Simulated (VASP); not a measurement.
# BN (P-6m2) in VASP: further runs, part 2 of 3

VASP 6.6.1. Earlier steps stand in the parts before.

## (3) Single point, PBEsol (strained)

INCAR reads:

```
SYSTEM = BN
ALGO = Normal
EDIFF = 1E-6
ENCUT = 520
GGA = PS
ISIF = 2
ISMEAR = 0
LASPH = .TRUE.
LCHARG = .FALSE.
LREAL = .FALSE.
LWAVE = .FALSE.
NBANDS = 16
NELM = 80
PREC = Accurate
SIGMA = 0.02
```

KPOINTS reads:

```
k-points
0
G
  12 12 4
  0 0 0
```

POSCAR reads:

```
BN
1.0
    2.5566090401      0.0000000000      0.0000000000
   -1.2783045201      2.2140883763      0.0000000000
    0.0000000000      0.0000000000      6.2121333000
B N
2 2
Direct
    0.0000000000      0.0000000000      0.5000000000
    0.3333333333      0.6666666667      0.0000000000
    0.0000000000      0.0000000000      0.0000000000
    0.6666666667      0.3333333333      0.5000000000
```

Potentials or basis: VASP PAW PBE potentials, release 64 (B, N).

On the command line:

```
cat potpaw_PBE.64/B/POTCAR potpaw_PBE.64/N/POTCAR > POTCAR
mpirun -np 1 vasp_std > vasp.out
```

OUTCAR:

```text
SYSTEM = BN
   EDIFF = 1E-6
   ENCUT = 520
   GGA = PS
   ISIF = 2
   ISMEAR = 0
   LASPH = .TRUE.
   LREAL = .FALSE.
   NELM = 80
   PREC = Accurate

 ion  position               nearest neighbor table
   1  0.000  0.000  0.500-   4 1.48   4 1.48   4 1.48
   2  0.333  0.667  0.000-   3 1.48   3 1.48   3 1.48
   3  0.000  0.000  0.000-   2 1.48   2 1.48   2 1.48
   4  0.667  0.333  0.500-   1 1.48   1 1.48   1 1.48

  LATTYP: Found a hexagonal cell.
 ALAT       =     2.5566090401
 C/A-ratio  =     2.4298331120

  Lattice vectors:

 A1 = (   2.5566090401,   0.0000000000,   0.0000000000)
 A2 = (  -1.2783045201,   2.2140883763,   0.0000000000)
 A3 = (   0.0000000000,   0.0000000000,   6.2121333000)

Analysis of symmetry for initial positions (statically):
=====================================================================
 Subroutine PRICEL returns:
 Original cell was already a primitive cell.

 Routine SETGRP: Setting up the symmetry group for a
 hexagonal supercell.

 Subroutine GETGRP returns: Found 12 space group operations
 (whereof 12 operations were pure point group operations)
 out of a pool of 24 trial point group operations.

The static configuration has the point symmetry D_3h.

Analysis of symmetry for dynamics (positions and initial velocities):
=====================================================================
 Subroutine PRICEL returns:
 Original cell was already a primitive cell.

 Routine SETGRP: Setting up the symmetry group for a
 hexagonal supercell.

 Subroutine GETGRP returns: Found 12 space group operations
 (whereof 12 operations were pure point group operations)
 out of a pool of 24 trial point group operations.

The dynamic configuration has the point symmetry D_3h.

 Subroutine INISYM returns: Found 12 space group operations
 (whereof 12 operations are pure point group operations),
 and found     1 'primitive' translations

[... 121 lines left out ...]
  Thomas-Fermi vector in A             =   2.392735
   LORBIT       =      0    0 simple, 1 ext, 2 COOP (PROOUT), +10 PAW based schemes
   GGA     = PS    functional components
   LHFCALC =     F    Hartree Fock is set to
   AEXX    =    0.0000 exact exchange contribution
   IVDW    =     0    specifies the selected vdW correction
   LEPSILON=     F    determine dielectric tensor
   LRPA    =     F    only Hartree local field effects (RPA)
 non-spin polarized calculation
 Gauss-broadening in eV      SIGMA  =   0.02
  energy-cutoff  :      520.00
  volume of cell :       35.16
 maximum number of plane-waves:       964
 NGX is ok and might be reduce to    20
   NGX =  9   NGY =  9   NGZ = 23

 number of electron      15.9999998 magnetization

 Free energy of the ion-electron system (eV)
  ---------------------------------------------------
  ext. energy  EPLUGINS =         0.00000000
  ---------------------------------------------------
  free energy    TOTEN  =       -36.44662398 eV

  energy without entropy =      -36.44662398  energy(sigma->0) =      -36.44662398

 E-fermi :   2.7547     XC(G=0): -10.6209

 val. band max:        2.5639052220   @ k =   0.3333   0.3333   0.5000
 cond. band min:       6.6123335026   @ k =   0.3333   0.3333   0.0000
 fundamental gap:      4.0484282805
 Fermi energy:         2.7547422507

 k-point     1 :       0.0000    0.0000    0.0000
  band No.  band energies     occupation
      1     -15.0417      2.00000
      2     -14.5109      2.00000
      3      -3.8464      2.00000
      4      -0.8662      2.00000
      5       1.0167      2.00000
      6       1.0167      2.00000
[... 433 lines left out ...]
      3      -4.3763      2.00000
      4      -4.1443      2.00000
      5      -1.1151      2.00000
      6      -0.9052      2.00000
[... 8 lines left out ...]
     15      18.8421      0.00000
     16      20.0001      0.00000

 [... further k-points ...]

------------------------ aborting loop because EDIFF is reached ----------------------------------------

  FORCE on cell =-STRESS in cart. coord.  units (eV):
  Direction    XX          YY          ZZ          XY          YZ          ZX
  --------------------------------------------------------------------------------------
  -------------------------------------------------------------------------------------
  Total       -4.6719674     -4.6719674      0.6085814      0.0000000     -0.0000000      0.0000000
  in kB     -212.8679824   -212.8679824     27.7286816      0.0000000     -0.0000000      0.0000000
  external PRESSURE =    -132.6690944 kB  Pullay stress =       0.0000000 kB

 VOLUME and BASIS-vectors are now :
 -----------------------------------------------------------------------------
  energy-cutoff  :      520.00
  volume of cell :       35.16
      direct lattice vectors                 reciprocal lattice vectors
     2.556609040  0.000000000  0.000000000     0.391143106  0.225826577  0.000000000
    -1.278304520  2.214088376  0.000000000     0.000000000  0.451653155  0.000000000
     0.000000000  0.000000000  6.212133300     0.000000000  0.000000000  0.160975297

 POSITION                                       TOTAL-FORCE (eV/Angst)
 -----------------------------------------------------------------------------------
      0.00000      0.00000      3.10607         0.000000     -0.000000      0.000000
     -0.00000      1.47606      0.00000        -0.000000      0.000000      0.000000
      0.00000      0.00000      0.00000        -0.000000     -0.000000      0.000000
      1.27830      0.73803      3.10607        -0.000000     -0.000000      0.000000
 -----------------------------------------------------------------------------------
    total drift:                               -0.000001      0.000001      0.000000

  FREE ENERGIE OF THE ION-ELECTRON SYSTEM (eV)
  ---------------------------------------------------
  free  energy   TOTEN  =       -36.4466239809 eV

  energy  without entropy=      -36.4466239809  energy(sigma->0) =      -36.44662398
```

OSZICAR:

```text
N       E                     dE             d eps       ncg     rms          rms(c)
DAV:   1     0.372509876227E+02    0.37251E+02   -0.77380E+03  1824   0.930E+02
DAV:   2    -0.365261850260E+02   -0.73777E+02   -0.67342E+02  2528   0.206E+02
DAV:   3    -0.393829661166E+02   -0.28568E+01   -0.28461E+01  2320   0.390E+01
DAV:   4    -0.393979596819E+02   -0.14994E-01   -0.14991E-01  2304   0.319E+00
DAV:   5    -0.393980828582E+02   -0.12318E-03   -0.12317E-03  2352   0.278E-01    0.104E+01
DAV:   6    -0.367245052623E+02    0.26736E+01   -0.43240E+00  2408   0.161E+01    0.471E+00
DAV:   7    -0.365213256425E+02    0.20318E+00   -0.49384E-01  2408   0.506E+00    0.297E+00
DAV:   8    -0.364519446400E+02    0.69381E-01   -0.18563E-01  2448   0.291E+00    0.490E-01
DAV:   9    -0.364463235848E+02    0.56211E-02   -0.14967E-02  2192   0.100E+00    0.161E-01
DAV:  10    -0.364465828928E+02   -0.25931E-03   -0.93117E-04  2408   0.237E-01    0.317E-02
DAV:  11    -0.364466166907E+02   -0.33798E-04   -0.37503E-05  2448   0.529E-02    0.150E-02
DAV:  12    -0.364466237322E+02   -0.70415E-05   -0.73039E-06  2280   0.213E-02    0.385E-03
DAV:  13    -0.364466239809E+02   -0.24874E-06   -0.51903E-07  1640   0.564E-03
   1 F= -.36446624E+02 E0= -.36446624E+02  d E =-.112690E-43
```

stdout:

```text
POSCAR found type information on POSCAR B N
 POSCAR found :  2 types and       4 ions
 scaLAPACK will be used
 -----------------------------------------------------------------------------
|                                                                             |
|                                                                             |
|     You enforced a specific xc type in the INCAR file but a different       |
|     I HOPE YOU KNOW WHAT YOU ARE DOING!                                     |
|                                                                             |
 -----------------------------------------------------------------------------

 LDA part: xc-table for (Slater+PW92), standard interpolation
 POSCAR, INCAR and KPOINTS ok, starting setup
 FFT: planning ... GRIDC
 FFT: planning ... GRID_SOFT
 FFT: planning ... GRID
 WAVECAR not read
 entering main loop
```

Run time: 18 s. Hardware: 1 thread of AMD EPYC 9R45 (Zen 5), shared host; peak memory 0.13 GiB.

What came out:

- Free energy: -36.4466 eV
- Pressure: -13.3 GPa
- Band gap on the k mesh: 4.05 eV, indirect (least direct gap 4.11 eV)

Stress tensor (GPa, compression positive):
```
-21.29   0.00   0.00
  0.00 -21.29   0.00
  0.00   0.00   2.77
```

Levels at points of the mesh, in eV from the valence-band top:
```csv
k point,band 4,band 5,band 6,band 7,band 8,band 9,band 10,band 11,band 12,band 13
"(0.00, 0.00, 0.00)",-3.43,-1.55,-1.55,-1.35,-1.35,5.36,10.40,10.85,10.85,11.08
"(0.50, 0.00, 0.00)",-8.58,-4.22,-3.98,-1.54,-0.64,4.11,5.55,8.81,9.08,12.53
"(0.00, 0.00, 0.50)",-5.04,-1.54,-1.54,-1.35,-1.35,7.94,8.01,10.88,10.88,11.04
"(0.50, 0.00, 0.50)",-8.67,-4.20,-4.01,-1.06,-0.87,4.30,4.44,9.07,9.31,13.35
```

Caveat: the cell differs from its parent crystal (strained); the PAW data sets were made with another functional, which shifts forces and pressure a little; this functional lacks dispersion, which binds the layers, so the pressure and a relaxed spacing across them are unreliable. A k mesh can miss the band edges.

[end of part 2 of 3]
